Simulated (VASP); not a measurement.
# BP (I-4m2) in VASP: a series of runs, part 2 of 2

VASP 6.6.1.

## Step 4: Single point, PBEsol (uniaxial strain along c: +3.0 %, then relaxed in part)

File INCAR:

```
PREC = Accurate
ENCUT = 520
EDIFF = 1E-6
ISMEAR = 0
SIGMA = 0.02
LREAL = False
LASPH = True
NELM = 100
ALGO = Normal
ISIF = 2
LWAVE = False
LCHARG = True
GGA = PS
LELF = True
LVHAR = True
NBANDS = 16
```

File KPOINTS:

```
Automatic mesh
0
Gamma
  8 8 6
```

File POSCAR:

```
BP
1.0
    2.2485744794      2.2485744794      0.0000000000
   -2.2485744794      2.2485744794      0.0000000000
    0.0000000000      0.0000000000      4.6558075583
B P
2 2
Direct
    0.0000000000      0.0000000000      0.0000000000
    0.5000000000      0.5000000000      0.5000000000
    0.5000000000      0.0000000000      0.7500000000
    0.0000000000      0.5000000000      0.2500000000
```

Potentials or basis: VASP PAW PBE potentials, release 64 (B, P).

Launch:

```sh
$ cat potpaw_PBE.64/B/POTCAR potpaw_PBE.64/P/POTCAR > POTCAR
$ mpirun -np 1 vasp_std > vasp.out
```

OUTCAR:

```text
PREC = Accurate
   ENCUT = 520
   EDIFF = 1E-6
   ISMEAR = 0
   LREAL = False
   LASPH = True
   NELM = 100
   ISIF = 2
   GGA = PS

 ion  position               nearest neighbor table
   1  0.000  0.000  0.000-   3 1.97   4 1.97   4 1.97   3 1.97
   2  0.500  0.500  0.500-   3 1.97   4 1.97   3 1.97   4 1.97
   3  0.500  0.000  0.750-   1 1.97   2 1.97   2 1.97   1 1.97
   4  0.000  0.500  0.250-   1 1.97   2 1.97   1 1.97   2 1.97

  LATTYP: Found a simple tetragonal cell.
 ALAT       =     3.1799645248
 C/A-ratio  =     1.4641067603

  Lattice vectors:

 A1 = (   2.2485744794,   2.2485744794,   0.0000000000)
 A2 = (  -2.2485744794,   2.2485744794,   0.0000000000)
 A3 = (   0.0000000000,   0.0000000000,   4.6558075583)

Analysis of symmetry for initial positions (statically):
=====================================================================
 Subroutine PRICEL returns following result:

  LATTYP: Found a body centered tetragonal cell.
 ALAT       =     3.1799645248
 C/A-ratio  =     1.4641067603

  Lattice vectors:

 A1 = (   2.2485744794,   0.0000000000,  -2.3279037791)
 A2 = (  -2.2485744794,   0.0000000000,  -2.3279037792)
 A3 = (   0.0000000000,   2.2485744794,   2.3279037792)

   2 primitive cells build up your supercell.

 Routine SETGRP: Setting up the symmetry group for a
 simple tetragonal supercell.

 Subroutine GETGRP returns: Found  8 space group operations
 (whereof  8 operations were pure point group operations)
 out of a pool of 16 trial point group operations.

The static configuration has the point symmetry D_2d.

Analysis of symmetry for dynamics (positions and initial velocities):
=====================================================================
 Subroutine PRICEL returns following result:

  LATTYP: Found a body centered tetragonal cell.
 ALAT       =     3.1799645248
[... 130 lines left out ...]
   EMIN   =  10.00;   EMAX   =-10.00  energy-range for DOS
   EFERMI =   0.00;   METHOD = LEGACY
   ISMEAR =     0;   SIGMA  =   0.02  broadening in eV -4-tet -1-fermi 0-gaus
   EFERMI_NEDOS =   21; number of points for ismear=-14 and -15
   IALGO  =     38    algorithm
   IMIX   =      4    mixing-type and parameters
     AMIX     =   0.40;   BMIX     =  1.00
     AMIX_MAG =   1.60;   BMIX_MAG =  1.00
  volume/ion in A,a.u.               =      11.77        79.43
  Fermi-wavevector in a.u.,A,eV,Ry     =   1.142444  2.158906 17.758033  1.305179
  Thomas-Fermi vector in A             =   2.279142
   LORBIT       =      0    0 simple, 1 ext, 2 COOP (PROOUT), +10 PAW based schemes
   GGA     = PS    functional components
   LHFCALC =     F    Hartree Fock is set to
   AEXX    =    0.0000 exact exchange contribution
   IVDW    =     0    specifies the selected vdW correction
   LEPSILON=     F    determine dielectric tensor
   LRPA    =     F    only Hartree local field effects (RPA)
 non-spin polarized calculation
 Gauss-broadening in eV      SIGMA  =   0.02
  energy-cutoff  :      520.00
  volume of cell :       47.08
 maximum number of plane-waves:      1292
 NGX is ok and might be reduce to    24
   NGX = 11   NGY = 11   NGZ = 17

 number of electron      16.0000001 magnetization

 Free energy of the ion-electron system (eV)
  ---------------------------------------------------
  ext. energy  EPLUGINS =         0.00000000
  ---------------------------------------------------
  free energy    TOTEN  =       -27.30618283 eV

  energy without entropy =      -27.30618283  energy(sigma->0) =      -27.30618283

 E-fermi :   7.5250     XC(G=0): -11.0152

 val. band max:        7.4367234120   @ k =   0.0000   0.0000   0.0000
 cond. band min:       8.3481718484   @ k =   0.3750   0.3750   0.0000
 fundamental gap:      0.9114484364
 Fermi energy:         7.5249775563

 k-point     1 :       0.0000    0.0000    0.0000
  band No.  band energies     occupation
      1      -8.1128      2.00000
      2      -3.4992      2.00000
      3      -1.4460      2.00000
      4       3.4436      2.00000
      5       3.4436      2.00000
      6       7.0848      2.00000
[... 433 lines left out ...]
      3      -0.1554      2.00000
      4      -0.1554      2.00000
      5       3.0395      2.00000
      6       3.0395      2.00000
[... 8 lines left out ...]
     15      15.0641      0.00000
     16      15.0641      0.00000

 [... further k-points ...]
[... 5 lines left out ...]
  --------------------------------------------------------------------------------------
  -------------------------------------------------------------------------------------
  Total        0.0323485      0.0323485     -2.7734515      0.0000000      0.0000000      0.0000000
  in kB        1.1008407      1.1008407    -94.3825252      0.0000000      0.0000000      0.0000000
  external PRESSURE =     -30.7269479 kB  Pullay stress =       0.0000000 kB

 VOLUME and BASIS-vectors are now :
 -----------------------------------------------------------------------------
  energy-cutoff  :      520.00
  volume of cell :       47.08
      direct lattice vectors                 reciprocal lattice vectors
     2.248574479  2.248574479  0.000000000     0.222363104  0.222363104  0.000000000
    -2.248574479  2.248574479  0.000000000    -0.222363104  0.222363104  0.000000000
     0.000000000  0.000000000  4.655807558     0.000000000  0.000000000  0.214785510

 POSITION                                       TOTAL-FORCE (eV/Angst)
 -----------------------------------------------------------------------------------
      0.00000      0.00000      0.00000         0.000000     -0.000000      0.000000
      0.00000      2.24857      2.32790        -0.000000     -0.000000     -0.000000
      1.12429      1.12429      3.49186         0.000000      0.000000      0.000000
     -1.12429      1.12429      1.16395         0.000000      0.000000      0.000000
 -----------------------------------------------------------------------------------
    total drift:                               -0.000000      0.000000     -0.000000

  FREE ENERGIE OF THE ION-ELECTRON SYSTEM (eV)
  ---------------------------------------------------
  free  energy   TOTEN  =       -27.3061828252 eV

  energy  without entropy=      -27.3061828252  energy(sigma->0) =      -27.30618283
```

stdout:

```text
POSCAR found type information on POSCAR B P
 POSCAR found :  2 types and       4 ions
 scaLAPACK will be used
 -----------------------------------------------------------------------------
|                                                                             |
|                                                                             |
|     You enforced a specific xc type in the INCAR file but a different       |
|     I HOPE YOU KNOW WHAT YOU ARE DOING!                                     |
|                                                                             |
 -----------------------------------------------------------------------------

 LDA part: xc-table for (Slater+PW92), standard interpolation
 POSCAR, INCAR and KPOINTS ok, starting setup
 FFT: planning ... GRIDC
 FFT: planning ... GRID_SOFT
 FFT: planning ... GRID
 WAVECAR not read
 entering main loop
```

It took 53 s on 1 thread of AMD EPYC 7R13, shared host; peak memory 0.14 GiB.

Results:

```yaml
Free_energy: -27.3062 eV
Pressure: -3.1 GPa
Band_gap_on_the_k_mesh: 0.91 eV
```

Caveat: the cell differs from its parent crystal (uniaxial strain along c: +3.0 %, then relaxed in part); the PAW data sets were made with another functional, which shifts forces and pressure a little.

## Step 5: Single point, PBEsol

This run uses another cell than the first one, of 11.77 Å³/atom, 1.010 times its volume.

File INCAR:

```
SYSTEM = BP
ALGO     = Normal         ! electronic algorithm
EDIFF    = 1E-7           ! SCF threshold, eV
ENCUT    = 520            ! plane-wave cutoff, eV
GGA      = PS             ! functional
ISIF     = 2              ! what is computed and relaxed
ISMEAR   = 0              ! smearing method
LASPH    = .TRUE.         ! aspherical terms in the spheres
LCHARG   = .FALSE.        ! write CHGCAR
LREAL    = .FALSE.        ! projectors in reciprocal space
LWAVE    = .FALSE.        ! write WAVECAR
NBANDS   = 16             ! bands
NELM     = 100            ! most SCF steps
PREC     = Accurate       ! precision mode
SIGMA    = 0.02           ! smearing width, eV
```

File KPOINTS:

```
k-points
0
G
  8 8 6
  0 0 0
```

POSCAR is that of step 4.

Potentials or basis: VASP PAW PBE potentials, release 64 (B, P).

Launch:

```sh
$ cat potpaw_PBE.64/B/POTCAR potpaw_PBE.64/P/POTCAR > POTCAR
$ mpirun -np 1 vasp_std > vasp.out
```

OUTCAR:

```text
SYSTEM = BP
   EDIFF = 1E-7
   ENCUT = 520
   GGA = PS
   ISIF = 2
   ISMEAR = 0
   LASPH = .TRUE.
   LREAL = .FALSE.
   NELM = 100
   PREC = Accurate

 ion  position               nearest neighbor table
   1  0.000  0.000  0.000-   3 1.97   4 1.97   4 1.97   3 1.97
   2  0.500  0.500  0.500-   3 1.97   4 1.97   3 1.97   4 1.97
   3  0.500  0.000  0.750-   1 1.97   2 1.97   2 1.97   1 1.97
   4  0.000  0.500  0.250-   1 1.97   2 1.97   1 1.97   2 1.97

  LATTYP: Found a simple tetragonal cell.
[... 666 lines left out ...]
     15      15.0641      0.00000
     16      15.0641      0.00000

 [... further k-points ...]
[... 5 lines left out ...]
  --------------------------------------------------------------------------------------
  -------------------------------------------------------------------------------------
  Total        0.0321934      0.0321934     -2.7738832      0.0000000      0.0000000      0.0000000
  in kB        1.0955650      1.0955650    -94.3972150      0.0000000      0.0000000      0.0000000
  external PRESSURE =     -30.7353617 kB  Pullay stress =       0.0000000 kB

 VOLUME and BASIS-vectors are now :
 -----------------------------------------------------------------------------
  energy-cutoff  :      520.00
  volume of cell :       47.08
      direct lattice vectors                 reciprocal lattice vectors
     2.248574479  2.248574479  0.000000000     0.222363104  0.222363104  0.000000000
    -2.248574479  2.248574479  0.000000000    -0.222363104  0.222363104  0.000000000
     0.000000000  0.000000000  4.655807558     0.000000000  0.000000000  0.214785510

 POSITION                                       TOTAL-FORCE (eV/Angst)
 -----------------------------------------------------------------------------------
      0.00000      0.00000      0.00000         0.000000      0.000000      0.000000
      0.00000      2.24857      2.32790        -0.000000     -0.000000      0.000000
      1.12429      1.12429      3.49186         0.000000      0.000000     -0.000000
     -1.12429      1.12429      1.16395         0.000000      0.000000     -0.000000
 -----------------------------------------------------------------------------------
    total drift:                               -0.000000      0.000000     -0.000000

  FREE ENERGIE OF THE ION-ELECTRON SYSTEM (eV)
  ---------------------------------------------------
  free  energy   TOTEN  =       -27.3061827715 eV

  energy  without entropy=      -27.3061827715  energy(sigma->0) =      -27.30618277
```

OSZICAR:

```text
N       E                     dE             d eps       ncg     rms          rms(c)
DAV:   1     0.290794634389E+02    0.29079E+02   -0.70265E+03  1920   0.899E+02
DAV:   2    -0.264931728448E+02   -0.55573E+02   -0.50255E+02  2704   0.150E+02
DAV:   3    -0.286735704073E+02   -0.21804E+01   -0.21667E+01  2608   0.277E+01
DAV:   4    -0.286881263033E+02   -0.14556E-01   -0.14554E-01  2304   0.275E+00
DAV:   5    -0.286882865896E+02   -0.16029E-03   -0.16028E-03  2592   0.280E-01    0.981E+00
DAV:   6    -0.275121585482E+02    0.11761E+01   -0.11032E+00  2424   0.655E+00    0.540E+00
DAV:   7    -0.273232038173E+02    0.18895E+00   -0.39240E-01  2560   0.357E+00    0.152E+00
DAV:   8    -0.273060394642E+02    0.17164E-01   -0.39156E-02  2336   0.124E+00    0.247E-01
DAV:   9    -0.273060584847E+02   -0.19020E-04   -0.22259E-03  2488   0.313E-01    0.837E-02
DAV:  10    -0.273061636334E+02   -0.10515E-03   -0.17715E-04  2384   0.797E-02    0.342E-02
DAV:  11    -0.273061821839E+02   -0.18551E-04   -0.19165E-05  2384   0.267E-02    0.289E-02
DAV:  12    -0.273061828252E+02   -0.64131E-06   -0.30992E-06  2288   0.102E-02    0.644E-03
DAV:  13    -0.273061827715E+02    0.53700E-07   -0.45293E-07  2432   0.384E-03
   1 F= -.27306183E+02 E0= -.27306183E+02  d E =-.200421E-12
```

stdout:

```text
POSCAR found type information on POSCAR B P
 POSCAR found :  2 types and       4 ions
 scaLAPACK will be used
 -----------------------------------------------------------------------------
|                                                                             |
|                                                                             |
|     You enforced a specific xc type in the INCAR file but a different       |
|     I HOPE YOU KNOW WHAT YOU ARE DOING!                                     |
|                                                                             |
 -----------------------------------------------------------------------------

 LDA part: xc-table for (Slater+PW92), standard interpolation
 POSCAR, INCAR and KPOINTS ok, starting setup
 FFT: planning ... GRIDC
 FFT: planning ... GRID_SOFT
 FFT: planning ... GRID
 WAVECAR not read
 entering main loop
```

Run time: 54 s. Hardware: 1 thread of AMD EPYC 7R13, shared host; peak memory 0.14 GiB.

Results:

| Item | Value |
| --- | --- |
| Free energy | -27.3062 eV |
| Pressure | -3.1 GPa |
| Band gap on the k mesh | 0.91 eV |

Caveat: the PAW data sets were made with another functional, which shifts forces and pressure a little.

## Step 6: Overview

```tsv
cell	gap on the mesh (eV)	pressure (GPa)
a = 3.188, b = 3.188, c = 4.588 Å, 4 atoms	1.03	-1.5
a = 3.172, b = 3.172, c = 4.656 Å, 4 atoms	0.89	-2.3
a = 3.180, b = 3.180, c = 4.656 Å, 4 atoms	0.91	-3.1
```

Alike in all rows: task single point; level PBEsol; potentials or basis VASP PAW PBE potentials, release 64 (B, P); no spin polarisation; k mesh 8 × 8 × 6; cutoff (eV) 520; smearing gaussian 0.02 eV.

Caveats: the PAW data sets were made with another functional, which shifts forces and pressure a little.

Total energies depend on the potentials used, so only differences within one code and one set of settings carry meaning.
